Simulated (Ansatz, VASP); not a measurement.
One calculation of BN, two programs

```
B N
1.0
    -2.60848    2.60848    1.31190
     2.60848   -2.60848    1.31190
     2.60848    2.60848   -1.31190
B N
1 1
Direct
  0.00000 0.00000 0.00000
  0.50000 0.50000 0.00000
```

Alike in both runs: task relaxation of cell and atoms; functional PBE; k mesh 10 × 10 × 10; occupations gaussian, width 0.02 eV; no spin polarisation.

```csv
,VASP,Ansatz
version,VASP 6.6.1,Ansatz 0.2.0
potentials or method,"VASP PAW PBE potentials, release 64 (B, N), cutoff 600 eV","scalar-relativistic, plane waves, PAW"
valence electrons in the cell,8,8
```

Ansatz gave:

```
gap on the k mesh at the Fermi level, each at its own relaxed structure (eV) : 3.86
relaxed volume (Å³/atom)                                                     : 18.99
relaxed cell length with the largest relative difference (Å)                 : 4.025
```

What did VASP give for the same quantities?

gap on the k mesh at the Fermi level, each at its own relaxed structure (eV): 3.83; relaxed volume (Å³/atom): 17.84; relaxed cell length with the largest relative difference (Å): 3.915.

One of these differences is far larger than is usual between the two programs; its cause wasn't traced.
